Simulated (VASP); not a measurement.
# NaScTe2 (P4/mmm) in VASP: further runs

The runs below take NaScTe2 through single point, relaxation of cell and atoms, with r2SCAN, PBEsol, LDA.

Everything below comes from runs of VASP 6.6.1. Logs are shortened: lines on timing, memory, paths and dates and some standing lists are left out, and cuts for length are marked.

## (1) The cell of the first run

Symmetry: P4/mmm, No. 123, tetragonal system. Conventional cell: a = 4.310 Å, b = 4.310 Å, c = 5.899 Å, α = 90.00°, β = 90.00°, γ = 90.00°. Within 3.9 Å of Na (site symmetry 4/mmm) lie 6 Te at 2.95 to 3.05 Å. Within 3.9 Å of Te (site symmetry 4/mmm) lie 2 Na at 2.95 Å and 4 Sc at 3.05 Å. Te (site symmetry 4/mmm) has 2 Sc at 2.95 Å and 4 Na at 3.05 Å within 3.9 Å. Within 3.9 Å of Sc (site symmetry 4/mmm) lie 6 Te at 2.95 to 3.05 Å.

## (2) Single point, r2SCAN

The input, POSCAR:

```
NaScTe2
1.0
    4.3099310190      0.0000000000      0.0000000000
    0.0000000000      4.3099310190      0.0000000000
    0.0000000000      0.0000000000      5.8991668818
Na Te Sc
1 2 1
Direct
    0.0000000000      0.0000000000      0.0000000000
    0.0000000000      0.0000000000      0.5000000000
    0.5000000000      0.5000000000      0.0000000000
    0.5000000000      0.5000000000      0.5000000000
```

The input, INCAR.step1:

```
PREC = Accurate ; ENCUT = 520
ISMEAR = -1 ; SIGMA = 0.02
LREAL = False ; LASPH = True
NELM = 80 ; NBANDS = 23
GGA = PE ; ALGO = Normal
EDIFF = 1E-4 ; LWAVE = True
LCHARG = False
```

The input, INCAR.step2:

```
PREC = Accurate ; ENCUT = 520
EDIFF = 1E-6 ; ISMEAR = -1
SIGMA = 0.02 ; LREAL = False
LASPH = True ; NELM = 80
ALGO = Normal ; ISIF = 2
LWAVE = False ; LCHARG = False
METAGGA = R2SCAN ; LMIXTAU = True
NBANDS = 23 ; ISTART = 1
```

The input, KPOINTS:

```
regular mesh
0
Gamma
  6 6 4
```

Potentials or basis: VASP PAW PBE potentials, release 64 (Na_pv, Te, Sc_sv).

The run is started by

```
$ cat potpaw_PBE.64/Na_pv/POTCAR potpaw_PBE.64/Te/POTCAR potpaw_PBE.64/Sc_sv/POTCAR > POTCAR
$ cp INCAR.step1 INCAR
$ mpirun -np 1 vasp_std > vasp.out
$ cp INCAR.step2 INCAR
$ mpirun -np 1 vasp_std > vasp.out
```

OUTCAR:

```text
PREC = Accurate
   ENCUT = 520
   EDIFF = 1E-6
   ISMEAR = -1
   LREAL = False
   LASPH = True
   NELM = 80
   ISIF = 2
   METAGGA = R2SCAN
   ISTART = 1

 ion  position               nearest neighbor table
   1  0.000  0.000  0.000-   2 2.95   2 2.95   3 3.05   3 3.05   3 3.05   3 3.05
   2  0.000  0.000  0.500-   1 2.95   1 2.95   4 3.05   4 3.05   4 3.05   4 3.05
   3  0.500  0.500  0.000-   4 2.95   4 2.95   1 3.05   1 3.05   1 3.05   1 3.05
   4  0.500  0.500  0.500-   3 2.95   3 2.95   2 3.05   2 3.05   2 3.05   2 3.05

  LATTYP: Found a simple tetragonal cell.
 ALAT       =     4.3099310190
 C/A-ratio  =     1.3687381204

  Lattice vectors:

 A1 = (   4.3099310190,   0.0000000000,   0.0000000000)
 A2 = (   0.0000000000,   4.3099310190,   0.0000000000)
 A3 = (   0.0000000000,   0.0000000000,   5.8991668818)

Analysis of symmetry for initial positions (statically):
=====================================================================
 Subroutine PRICEL returns:
 Original cell was already a primitive cell.

 Routine SETGRP: Setting up the symmetry group for a
 simple tetragonal supercell.

 Subroutine GETGRP returns: Found 16 space group operations
 (whereof 16 operations were pure point group operations)
 out of a pool of 16 trial point group operations.

The static configuration has the point symmetry D_4h.

Analysis of symmetry for dynamics (positions and initial velocities):
=====================================================================
 Subroutine PRICEL returns:
 Original cell was already a primitive cell.

 Routine SETGRP: Setting up the symmetry group for a
 simple tetragonal supercell.

 Subroutine GETGRP returns: Found 16 space group operations
 (whereof 16 operations were pure point group operations)
 out of a pool of 16 trial point group operations.

The dynamic configuration has the point symmetry D_4h.

 Subroutine INISYM returns: Found 16 space group operations
 (whereof 16 operations are pure point group operations),
 and found     1 'primitive' translations

----------------------------------------------------------------------------------------

                                     Primitive cell

  volume of cell :     109.5800

  direct lattice vectors                    reciprocal lattice vectors
     4.309931019  0.000000000  0.000000000     0.232022275  0.000000000  0.000000000
     0.000000000  4.309931019  0.000000000     0.000000000  0.232022275  0.000000000
     0.000000000  0.000000000  5.899166882     0.000000000  0.000000000  0.169515462

  length of vectors
     4.309931019  4.309931019  5.899166882     0.232022275  0.232022275  0.169515462

  position of ions in fractional coordinates (direct lattice)
     0.000000000  0.000000000  0.000000000
     0.000000000  0.000000000  0.500000000
     0.500000000  0.500000000  0.000000000
     0.500000000  0.500000000  0.500000000

  ion indices of the primitive-cell ions
   primitive index   ion index
                 1           1
                 2           2
                 3           3
                 4           4

----------------------------------------------------------------------------------------

 KPOINTS: regular mesh

Automatic generation of k-mesh.
 Grid dimensions read from file:
 generate k-points for:    6    6    4

 Generating k-lattice:

  Cartesian coordinates                     Fractional coordinates (reciprocal lattice)
     0.038670379  0.000000000  0.000000000     0.166666667  0.000000000  0.000000000
     0.000000000  0.038670379  0.000000000     0.000000000  0.166666667  0.000000000
     0.000000000  0.000000000  0.042378866     0.000000000  0.000000000  0.250000000

  Length of vectors
     0.038670379  0.038670379  0.042378866

  Shift w.r.t. Gamma in fractional coordinates (k-lattice)
     0.000000000  0.000000000  0.000000000

 Subroutine IBZKPT returns following result:
 ===========================================

 Found     30 irreducible k-points:

 Following reciprocal coordinates:
            Coordinates               Weight
  0.000000  0.000000  0.000000      1.000000
  0.166667  0.000000  0.000000      4.000000
  0.333333  0.000000  0.000000      4.000000
  0.500000  0.000000  0.000000      2.000000
  0.166667  0.166667  0.000000      4.000000
  0.333333  0.166667  0.000000      8.000000
[... 16 lines left out ...]
  0.333333  0.000000  0.500000      4.000000
  0.500000  0.000000  0.500000      2.000000
 [... further k-points ...]
   k-points           NKPTS =     30   k-points in BZ     NKDIM =     30   number of bands    NBANDS=     23
   number of dos      NEDOS =    301   number of ions     NIONS =      4
   total plane-waves  NPLWV =  49152
   dimension x,y,z NGX =    32 NGY =   32 NGZ =   48
   dimension x,y,z NGXF=    64 NGYF=   64 NGZF=   96
   ions per type =               1   2   1
   NGX,Y,Z   is equivalent  to a cutoff of  12.34, 12.34, 13.53 a.u.
   NGXF,Y,Z  is equivalent  to a cutoff of  24.69, 24.69, 27.05 a.u.
 SYSTEM =  unknown system
   PREC   = accura    normal or accurate (medium, high low for compatibility)
   ISTART =      1    job   : 0-new  1-cont  2-samecut
   ICHARG =      0    charge: 1-file 2-atom 10-const
   ISPIN  =      1    spin polarized calculation?
   LNONCOLLINEAR =      F non collinear calculations
   LSORBIT =      F    spin-orbit coupling
   LASPH  =      T    aspherical Exc in radial PAW
   ENCUT  =  520.0 eV  38.22 Ry    6.18 a.u.   8.01  8.01 10.97*2*pi/ulx,y,z
   NELM   =     80;   NELMIN=  2; NELMDL=  0     # of ELM steps
   EDIFF  = 0.1E-05   stopping-criterion for ELM
   LREAL  =      F    real-space projection
   EDIFFG = 0.1E-04   stopping-criterion for IOM
   NSW    =      0    number of steps for IOM
   IBRION =     -1    ionic relax: 0-MD 1-quasi-New 2-CG
   NFREE  =      0    steps in history (QN), initial steepest desc. (CG)
   ISIF   =      2    stress and relaxation
   ISYM   =      2    0-nonsym 1-usesym 2-fastsym
   POTIM  = 0.5000    time-step for ionic-motion
   TEBEG  =    0.0;   TEEND  =   0.0 temperature during run
   PSTRESS=    0.0 pullay stress
   NELECT =      30.0000    total number of electrons
   NUPDOWN=      -1.0000    fix difference up-down
   EMIN   =  10.00;   EMAX   =-10.00  energy-range for DOS
   EFERMI =   0.00;   METHOD = LEGACY
   ISMEAR =    -1;   SIGMA  =   0.02  broadening in eV -4-tet -1-fermi 0-gaus
   EFERMI_NEDOS =   21; number of points for ismear=-14 and -15
   IALGO  =     38    algorithm
   IMIX   =      4    mixing-type and parameters
     AMIX     =   0.40;   BMIX     =  1.00
     AMIX_MAG =   1.60;   BMIX_MAG =  1.00
  volume/ion in A,a.u.               =      27.40       184.87
  Fermi-wavevector in a.u.,A,eV,Ry     =   1.063012  2.008801 15.374507  1.129994
  Thomas-Fermi vector in A             =   2.198482
   LORBIT       =      0    0 simple, 1 ext, 2 COOP (PROOUT), +10 PAW based schemes
   METAGGA = R2SCAN    functional components
   LHFCALC =     F    Hartree Fock is set to
   AEXX    =    0.0000 exact exchange contribution
   IVDW    =     0    specifies the selected vdW correction
   LEPSILON=     F    determine dielectric tensor
   LRPA    =     F    only Hartree local field effects (RPA)
 non-spin polarized calculation
  energy-cutoff  :      520.00
  volume of cell :      109.58
 maximum number of plane-waves:      2992
   NGX = 17   NGY = 17   NGZ = 21

 number of electron      29.9999991 magnetization

 Free energy of the ion-electron system (eV)
  ---------------------------------------------------
  ext. energy  EPLUGINS =         0.00000000
  ---------------------------------------------------
  free energy    TOTEN  =       -70.63733034 eV

  energy without entropy =      -70.63660182  energy(sigma->0) =      -70.63696608

 E-fermi :   4.3932     XC(G=0):  -9.6071

 val. band max:        4.3710413518   @ k =   0.0000   0.0000   0.0000
 cond. band min:       4.3932562968   @ k =   0.0000   0.0000   0.2500
 fundamental gap:      0.0222149449
 Fermi energy:         4.3931767228

 k-point     1 :       0.0000    0.0000    0.0000
  band No.  band energies     occupation
      1     -48.5340      2.00000
      2     -26.1832      2.00000
      3     -26.1832      2.00000
      4     -26.0646      2.00000
      5     -19.6825      2.00000
      6     -19.6495      2.00000
[... 15 lines left out ...]
     22       9.1993      0.00000
     23       9.8055      0.00000

 k-point     2 :       0.1667    0.0000    0.0000
  band No.  band energies     occupation
      1     -48.5339      2.00000
      2     -26.1862      2.00000
      3     -26.1825      2.00000
      4     -26.0644      2.00000
      5     -19.6824      2.00000
      6     -19.6512      2.00000
[... 15 lines left out ...]
     22       9.7689      0.00000
     23      10.5317      0.00000

 k-point     3 :       0.3333    0.0000    0.0000
  band No.  band energies     occupation
      1     -48.5337      2.00000
      2     -26.1923      2.00000
      3     -26.1811      2.00000
      4     -26.0640      2.00000
      5     -19.6821      2.00000
      6     -19.6546      2.00000
[... 15 lines left out ...]
     22      10.5173      0.00000
     23      11.1856      0.00000

 k-point     4 :       0.5000    0.0000    0.0000
  band No.  band energies     occupation
      1     -48.5336      2.00000
      2     -26.1953      2.00000
      3     -26.1805      2.00000
      4     -26.0637      2.00000
      5     -19.6820      2.00000
      6     -19.6563      2.00000
[... 15 lines left out ...]
     22      10.4922      0.00000
     23      11.1541      0.00000

 k-point     5 :       0.1667    0.1667    0.0000
  band No.  band energies     occupation
      1     -48.5338      2.00000
      2     -26.1856      2.00000
      3     -26.1856      2.00000
      4     -26.0642      2.00000
      5     -19.6823      2.00000
      6     -19.6510      2.00000
[... 15 lines left out ...]
     22      10.5819      0.00000
     23      10.8148      0.00000

 k-point     6 :       0.3333    0.1667    0.0000
  band No.  band energies     occupation
      1     -48.5336      2.00000
      2     -26.1916      2.00000
      3     -26.1842      2.00000
      4     -26.0638      2.00000
      5     -19.6820      2.00000
      6     -19.6542      2.00000
[... 15 lines left out ...]
     22      10.2793      0.00000
     23      10.8992      0.00000

 k-point     7 :       0.5000    0.1667    0.0000
  band No.  band energies     occupation
      1     -48.5335      2.00000
      2     -26.1947      2.00000
      3     -26.1836      2.00000
      4     -26.0636      2.00000
      5     -19.6819      2.00000
      6     -19.6558      2.00000
[... 353 lines left out ...]
     22       9.6077      0.00000
     23      10.6533      0.00000

 k-point    21 :       0.0000    0.0000    0.5000
  band No.  band energies     occupation
      1     -48.5341      2.00000
      2     -26.1831      2.00000
      3     -26.1831      2.00000
      4     -26.0644      2.00000
      5     -19.6832      2.00000
      6     -19.6495      2.00000
[... 15 lines left out ...]
     22      10.2929      0.00000
     23      10.3555      0.00000

 k-point    22 :       0.1667    0.0000    0.5000
  band No.  band energies     occupation
      1     -48.5340      2.00000
      2     -26.1862      2.00000
      3     -26.1824      2.00000
      4     -26.0641      2.00000
      5     -19.6830      2.00000
      6     -19.6512      2.00000
[... 15 lines left out ...]
     22      10.3642      0.00000
     23      10.8968      0.00000

 k-point    23 :       0.3333    0.0000    0.5000
  band No.  band energies     occupation
      1     -48.5338      2.00000
      2     -26.1922      2.00000
      3     -26.1811      2.00000
      4     -26.0637      2.00000
      5     -19.6827      2.00000
      6     -19.6545      2.00000
[... 15 lines left out ...]
     22       9.3325      0.00000
     23      10.9610      0.00000

 k-point    24 :       0.5000    0.0000    0.5000
  band No.  band energies     occupation
      1     -48.5337      2.00000
      2     -26.1952      2.00000
      3     -26.1804      2.00000
      4     -26.0635      2.00000
      5     -19.6826      2.00000
      6     -19.6562      2.00000
[... 15 lines left out ...]
     22       8.7518      0.00000
     23      10.0844      0.00000

 [... further k-points ...]

------------------------ aborting loop because EDIFF is reached ----------------------------------------

  FORCE on cell =-STRESS in cart. coord.  units (eV):
  Direction    XX          YY          ZZ          XY          YZ          ZX
  --------------------------------------------------------------------------------------
  -------------------------------------------------------------------------------------
  Total        0.0013775      0.0013775      0.0100561      0.0000000     -0.0000000     -0.0000000
  in kB        0.0201406      0.0201406      0.1470313      0.0000000     -0.0000000     -0.0000000
  external PRESSURE =       0.0624375 kB  Pullay stress =       0.0000000 kB

 VOLUME and BASIS-vectors are now :
 -----------------------------------------------------------------------------
  energy-cutoff  :      520.00
  volume of cell :      109.58
      direct lattice vectors                 reciprocal lattice vectors
     4.309931019  0.000000000  0.000000000     0.232022275  0.000000000  0.000000000
     0.000000000  4.309931019  0.000000000     0.000000000  0.232022275  0.000000000
     0.000000000  0.000000000  5.899166882     0.000000000  0.000000000  0.169515462

 POSITION                                       TOTAL-FORCE (eV/Angst)
 -----------------------------------------------------------------------------------
      0.00000      0.00000      0.00000         0.000000      0.000000      0.000000
      0.00000      0.00000      2.94958         0.000000      0.000000      0.000000
      2.15497      2.15497      0.00000         0.000000      0.000000      0.000000
      2.15497      2.15497      2.94958         0.000000      0.000000      0.000000
 -----------------------------------------------------------------------------------
    total drift:                                0.000000      0.000000     -0.000000

  FREE ENERGIE OF THE ION-ELECTRON SYSTEM (eV)
  ---------------------------------------------------
  free  energy   TOTEN  =       -70.6373303385 eV

  energy  without entropy=      -70.6366018195  energy(sigma->0) =      -70.63696608
```

Wall time 5.4 min (1 thread of Intel Xeon 8259CL, shared host); peak memory 0.27 GiB.

Results:

```
Free energy            : -70.6373 eV
Pressure               : 0.0 GPa
Band gap on the k mesh : zero (bands 15 and 16 overlap by 0.10 eV)
```

Caveat: the PAW data sets were made with another functional, which shifts forces and pressure a little; spin-orbit coupling is left out, which moves the levels of the heavy elements.

## (3) Relaxation of cell and atoms, PBEsol

This run uses another cell than the first one, of 27.65 Å³/atom.

The input, INCAR:

```
  PREC = Accurate
  ENCUT = 600
  EDIFF = 1E-6
  ISMEAR = -1
  SIGMA = 0.02
  LREAL = False
  LASPH = True
  NELM = 80
  ALGO = Normal
  ISIF = 3
  LWAVE = False
  LCHARG = False
  GGA = PS
  IBRION = 2
  NSW = 80
  EDIFFG = -0.005
```

The input, KPOINTS:

```
Automatic mesh
0
Gamma
  6 6 4
```

The input, POSCAR:

```
NaScTe2
1.0
    4.3195603006      0.0000000000      0.0000000000
    0.0000000000      4.3195603006      0.0000000000
    0.0000000000      0.0000000000      5.9273095064
Na Te Sc
1 2 1
Direct
    0.0000000000      0.0000000000      0.0000000000
    0.0000000000      0.0000000000      0.5000000000
    0.5000000000      0.5000000000      0.0000000000
    0.5000000000      0.5000000000      0.5000000000
```

Potentials or basis: VASP PAW PBE potentials, release 64 (Na_pv, Te, Sc_sv).

The run is started by

```
$ cat potpaw_PBE.64/Na_pv/POTCAR potpaw_PBE.64/Te/POTCAR potpaw_PBE.64/Sc_sv/POTCAR > POTCAR
$ mpirun -np 1 vasp_std > vasp.out
```

Run time: 5.5 min. Hardware: 1 thread of Intel Xeon 8259CL, shared host; peak memory 0.31 GiB.

Results (log left out):

```
Free energy                           : -19.0349 eV
Relaxed volume                        : 26.45 Å³/atom
Relaxed cell                          : a = 4.249 Å, b = 4.249 Å, c = 5.860 Å, α = 90.00°, β = 90.00°, γ = 90.00°
Space group after relaxing (to 0.1 Å) : P4/mmm (No. 123)
Energy gained by relaxing             : 7.5 meV/atom
Ionic steps                           : 5
Pressure after relaxing               : 0.0 GPa
Band gap on the k mesh                : zero (bands 15 and 16 overlap by 0.43 eV)
```

Step by step:
```
step  energy change (eV)  largest force (eV/Å)  pressure (GPa)  volume (Å³)
   1              0.0000                0.0000           -1.92       110.60
   2             -0.0290                0.0000            0.26       105.37
   3             -0.0294                0.0000            0.00       105.91
   4             -0.0300                0.0000            0.03       105.83
   5             -0.0300                0.0000            0.01       105.81
```

Final structure:
```
Na Te Sc
1.0
     4.24928    0.00000    0.00000
     0.00000    4.24928    0.00000
     0.00000    0.00000    5.85976
Na Te Sc
1 2 1
Direct
  0.00000 0.00000 0.00000
  0.00000 0.00000 0.50000
  0.50000 0.50000 0.00000
  0.50000 0.50000 0.50000
```

Levels at points of the mesh, in eV from the Fermi level:
| k point | band 12 | band 13 | band 14 | band 15 | band 16 | band 17 | band 18 | band 19 |
| --- | --- | --- | --- | --- | --- | --- | --- | --- |
| (0.00, 0.00, 0.00) | -1.69 | -0.18 | 0.12 | 0.28 | 0.28 | 0.90 | 1.14 | 1.14 |
| (0.50, 0.00, 0.00) | -2.38 | -2.37 | -1.98 | -0.11 | 1.27 | 1.52 | 1.88 | 1.94 |
| (0.50, 0.50, 0.00) | -1.44 | -1.43 | -1.20 | -1.20 | 0.35 | 0.35 | 1.45 | 1.80 |
| (0.00, 0.00, 0.50) | -1.38 | -1.38 | -0.76 | -0.76 | -0.13 | 0.90 | 2.01 | 2.12 |
| (0.50, 0.00, 0.50) | -2.36 | -2.16 | -0.51 | -0.26 | 1.54 | 1.94 | 2.17 | 3.44 |
| (0.50, 0.50, 0.50) | -2.73 | -2.50 | -2.50 | -1.89 | 1.50 | 1.62 | 1.62 | 1.80 |

Caveat: the PAW data sets were made with another functional, which shifts forces and pressure a little; spin-orbit coupling is left out, which moves the levels of the heavy elements.

(Continued in part 2 of 2.)
